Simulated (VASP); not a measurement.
# PbS (Cmcm) in VASP: single point with r2SCAN

Aim: the single point of PbS with r2SCAN.

Everything below comes from runs of VASP 6.6.1. Logs are shortened: lines on timing, memory, paths and dates and some standing lists are left out, and cuts for length are marked.

**1. The cell of the first run**

Symmetry: Cmcm, No. 63, orthorhombic system. Conventional cell: a = 4.163 Å, b = 12.011 Å, c = 4.271 Å, α = 90.00°, β = 90.00°, γ = 90.00°. Within 3.5 Å of Pb (site symmetry m2m) lie 5 S at 2.68 to 2.99 Å. Within 3.5 Å of S (site symmetry m2m) lie 5 Pb at 2.68 to 2.99 Å.

**2. Single point, r2SCAN**

POSCAR reads:

```
PbS
1.0
    2.0815547178     -6.0054952252      0.0000000000
    2.0815547178      6.0054952252      0.0000000000
    0.0000000000      0.0000000000      4.2713252430
Pb S
2 2
Direct
    0.8694525572      0.1305474428      0.7500000000
    0.1305474428      0.8694525572      0.2500000000
    0.6462503831      0.3537496169      0.7500000000
    0.3537496169      0.6462503831      0.2500000000
```

INCAR.step1 reads:

```
SYSTEM = PbS
PREC = Accurate ; ENCUT = 520
ISMEAR = 0 ; SIGMA = 0.02
LREAL = .FALSE. ; LASPH = .TRUE.
NELM = 100 ; NBANDS = 28
GGA = PE ; ALGO = Normal
EDIFF = 1E-4 ; LWAVE = .TRUE.
LCHARG = .FALSE.
```

INCAR.step2 reads:

```
SYSTEM = PbS
PREC = Accurate ; ENCUT = 520
EDIFF = 1E-6 ; ISMEAR = 0
SIGMA = 0.02 ; LREAL = .FALSE.
LASPH = .TRUE. ; NELM = 100
ALGO = Normal ; ISIF = 2
LWAVE = .FALSE. ; LCHARG = .FALSE.
METAGGA = R2SCAN ; LMIXTAU = .TRUE.
NBANDS = 28 ; ISTART = 1
```

KPOINTS reads:

```
Automatic mesh
0
G
  8 8 6
  0 0 0
```

Potentials or basis: VASP PAW PBE potentials, release 64 (Pb_d, S).

Run with:

```
> cat potpaw_PBE.64/Pb_d/POTCAR potpaw_PBE.64/S/POTCAR > POTCAR
> cp INCAR.step1 INCAR
> mpirun -np 1 vasp_std > vasp.out
> cp INCAR.step2 INCAR
> mpirun -np 1 vasp_std > vasp.out
```

OUTCAR:

```text
SYSTEM = PbS
   PREC = Accurate
   ENCUT = 520
   EDIFF = 1E-6
   ISMEAR = 0
   LREAL = .FALSE.
   LASPH = .TRUE.
   NELM = 100
   ISIF = 2
   METAGGA = R2SCAN
   ISTART = 1

 ion  position               nearest neighbor table
   1  0.869  0.131  0.750-   3 2.68   4 2.99   4 2.99   4 2.99   4 2.99   2 3.79   2 3.79   2 4.14
                             2 4.14   2 4.14   2 4.14
   2  0.131  0.869  0.250-   4 2.68   3 2.99   3 2.99   3 2.99   3 2.99   1 3.79   1 3.79   1 4.14
                             1 4.14   1 4.14   1 4.14
   3  0.646  0.354  0.750-   1 2.68   2 2.99   2 2.99   2 2.99   2 2.99
   4  0.354  0.646  0.250-   2 2.68   1 2.99   1 2.99   1 2.99   1 2.99

  LATTYP: Found a base centered orthorhombic cell.
 ALAT       =     4.1631094356
 B/A-ratio  =     2.8851008210
 C/A-ratio  =     1.0259939858

  Lattice vectors:

 A1 = (   2.0815547178,  -6.0054952252,   0.0000000000)
 A2 = (   2.0815547178,   6.0054952252,   0.0000000000)
 A3 = (   0.0000000000,   0.0000000000,   4.2713252430)

Analysis of symmetry for initial positions (statically):
=====================================================================
 Subroutine PRICEL returns:
 Original cell was already a primitive cell.

 Routine SETGRP: Setting up the symmetry group for a
 base centered orthorhombic supercell.

 Subroutine GETGRP returns: Found  8 space group operations
 (whereof  4 operations were pure point group operations)
 out of a pool of  8 trial point group operations.

The static configuration has the point symmetry C_2h.
 The point group associated with its full space group is D_2h.

Analysis of symmetry for dynamics (positions and initial velocities):
=====================================================================
 Subroutine PRICEL returns:
 Original cell was already a primitive cell.

 Routine SETGRP: Setting up the symmetry group for a
 base centered orthorhombic supercell.

 Subroutine GETGRP returns: Found  8 space group operations
 (whereof  4 operations were pure point group operations)
 out of a pool of  8 trial point group operations.

The dynamic configuration has the point symmetry C_2h.
 The point group associated with its full space group is D_2h.

 Subroutine INISYM returns: Found  8 space group operations
 (whereof  4 operations are pure point group operations),
 and found     1 'primitive' translations

----------------------------------------------------------------------------------------

[... 96 lines left out ...]
   EDIFF  = 0.1E-05   stopping-criterion for ELM
   LREAL  =      F    real-space projection
   EDIFFG = 0.1E-04   stopping-criterion for IOM
   NSW    =      0    number of steps for IOM
   IBRION =     -1    ionic relax: 0-MD 1-quasi-New 2-CG
   NFREE  =      0    steps in history (QN), initial steepest desc. (CG)
   ISIF   =      2    stress and relaxation
   ISYM   =      2    0-nonsym 1-usesym 2-fastsym
   POTIM  = 0.5000    time-step for ionic-motion
   TEBEG  =    0.0;   TEEND  =   0.0 temperature during run
   PSTRESS=    0.0 pullay stress
   NELECT =      40.0000    total number of electrons
   NUPDOWN=      -1.0000    fix difference up-down
   EMIN   =  10.00;   EMAX   =-10.00  energy-range for DOS
   EFERMI =   0.00;   METHOD = LEGACY
   ISMEAR =     0;   SIGMA  =   0.02  broadening in eV -4-tet -1-fermi 0-gaus
   EFERMI_NEDOS =   21; number of points for ismear=-14 and -15
   IALGO  =     38    algorithm
   IMIX   =      4    mixing-type and parameters
     AMIX     =   0.40;   BMIX     =  1.00
     AMIX_MAG =   1.60;   BMIX_MAG =  1.00
  volume/ion in A,a.u.               =      26.70       180.16
  Fermi-wavevector in a.u.,A,eV,Ry     =   1.180099  2.230064 18.947927  1.392633
  Thomas-Fermi vector in A             =   2.316398
   LORBIT       =      0    0 simple, 1 ext, 2 COOP (PROOUT), +10 PAW based schemes
   METAGGA = R2SCAN    functional components
   LHFCALC =     F    Hartree Fock is set to
   AEXX    =    0.0000 exact exchange contribution
   IVDW    =     0    specifies the selected vdW correction
   LEPSILON=     F    determine dielectric tensor
   LRPA    =     F    only Hartree local field effects (RPA)
 non-spin polarized calculation
 Gauss-broadening in eV      SIGMA  =   0.02
  energy-cutoff  :      520.00
  volume of cell :      106.79
 maximum number of plane-waves:      2904
   NGX = 23   NGY = 23   NGZ = 15

 number of electron      40.0000008 magnetization

 Free energy of the ion-electron system (eV)
  ---------------------------------------------------
  ext. energy  EPLUGINS =         0.00000000
  ---------------------------------------------------
  free energy    TOTEN  =      -131.13414898 eV

  energy without entropy =     -131.13414898  energy(sigma->0) =     -131.13414898

 E-fermi :   4.7955     XC(G=0): -10.1158

 val. band max:        4.6804780756   @ k =   0.5000   0.5000   0.3333
 cond. band min:       6.1335825398   @ k =   0.5000   0.5000   0.0000
 fundamental gap:      1.4531044642
 Fermi energy:         4.7955098485

 k-point     1 :       0.0000    0.0000    0.0000
  band No.  band energies     occupation
      1     -12.2464      2.00000
      2     -12.1370      2.00000
      3     -12.1302      2.00000
      4     -12.1188      2.00000
      5     -12.0910      2.00000
      6     -12.0882      2.00000
[... 733 lines left out ...]
     27      12.6111      0.00000
     28      13.1836      0.00000

 [... further k-points ...]

------------------------ aborting loop because EDIFF is reached ----------------------------------------

  FORCE on cell =-STRESS in cart. coord.  units (eV):
  Direction    XX          YY          ZZ          XY          YZ          ZX
  --------------------------------------------------------------------------------------
  -------------------------------------------------------------------------------------
  Total        0.0255029      0.0019781      0.0171801      0.0000000      0.0000000      0.0000000
  in kB        0.3826232      0.0296780      0.2577554      0.0000000      0.0000000      0.0000000
  external PRESSURE =       0.2233522 kB  Pullay stress =       0.0000000 kB

 VOLUME and BASIS-vectors are now :
 -----------------------------------------------------------------------------
  energy-cutoff  :      520.00
  volume of cell :      106.79
      direct lattice vectors                 reciprocal lattice vectors
     2.081554718 -6.005495225  0.000000000     0.240205072 -0.083257081  0.000000000
     2.081554718  6.005495225  0.000000000     0.240205072  0.083257081  0.000000000
     0.000000000  0.000000000  4.271325243     0.000000000  0.000000000  0.234119376

 POSITION                                       TOTAL-FORCE (eV/Angst)
 -----------------------------------------------------------------------------------
      2.08155     -4.43749      3.20349         0.000000     -0.008640     -0.000000
      2.08155      4.43749      1.06783         0.000000      0.008640      0.000000
      2.08155     -1.75661      3.20349         0.000000      0.009802      0.000000
      2.08155      1.75661      1.06783         0.000000     -0.009802      0.000000
 -----------------------------------------------------------------------------------
    total drift:                                0.000000      0.000000     -0.000000

  FREE ENERGIE OF THE ION-ELECTRON SYSTEM (eV)
  ---------------------------------------------------
  free  energy   TOTEN  =      -131.1341489771 eV

  energy  without entropy=     -131.1341489771  energy(sigma->0) =     -131.13414898
```

OUTCAR.step1:

```text
SYSTEM = PbS
   PREC = Accurate
   ENCUT = 520
   ISMEAR = 0
   LREAL = .FALSE.
   LASPH = .TRUE.
   NELM = 100
[... 977 lines left out ...]
      2.08155      4.43749      1.06783         0.000000      0.080243      0.000000
      2.08155     -1.75661      3.20349         0.000000      0.138959      0.000000
      2.08155      1.75661      1.06783         0.000000     -0.138959     -0.000000
 -----------------------------------------------------------------------------------
    total drift:                                0.000000      0.000000     -0.000000

  FREE ENERGIE OF THE ION-ELECTRON SYSTEM (eV)
  ---------------------------------------------------
  free  energy   TOTEN  =       -17.3747156621 eV

  energy  without entropy=      -17.3747156621  energy(sigma->0) =      -17.37471566
```

Run time: 19 min. Hardware: 1 thread of AMD EPYC 7R13 (Zen 3), shared host; peak memory 0.38 GiB.

Results:

- Free energy: -131.1341 eV
- Pressure: 0.0 GPa
- Largest force: 0.010 eV/Å
- Band gap on the k mesh: 1.45 eV, indirect (least direct gap 1.78 eV)

Forces in eV/Å, atoms in the order of the input:
```
Pb   0.000 -0.009  0.000
Pb   0.000  0.009  0.000
S    0.000  0.010  0.000
S    0.000 -0.010  0.000
```

Levels at points of the mesh, in eV from the valence-band top:
```csv
k point,band 16,band 17,band 18,band 19,band 20,band 21,band 22,band 23,band 24,band 25
"(0.00, 0.00, 0.00)",-2.98,-2.46,-1.68,-1.50,-0.46,5.14,5.15,5.29,6.07,6.18
"(0.50, 0.00, 0.00)",-2.04,-1.37,-1.20,-0.31,-0.31,2.19,2.24,2.59,3.38,3.54
"(0.50, 0.50, 0.00)",-2.68,-2.02,-1.87,-1.35,-0.42,1.45,4.87,5.27,5.47,5.98
"(0.00, 0.00, 0.50)",-2.75,-1.16,-1.16,-0.08,-0.08,2.21,2.21,3.14,3.14,5.47
"(0.50, 0.00, 0.50)",-4.36,-3.13,-3.13,-1.48,-1.48,3.82,3.82,5.70,5.70,6.95
"(0.50, 0.50, 0.50)",-1.28,-1.25,-1.25,-0.39,-0.39,2.10,2.10,3.55,3.55,3.85
```

Caveat: the PAW data sets were made with another functional, which shifts forces and pressure a little; spin-orbit coupling is left out, which moves the levels of the heavy elements.
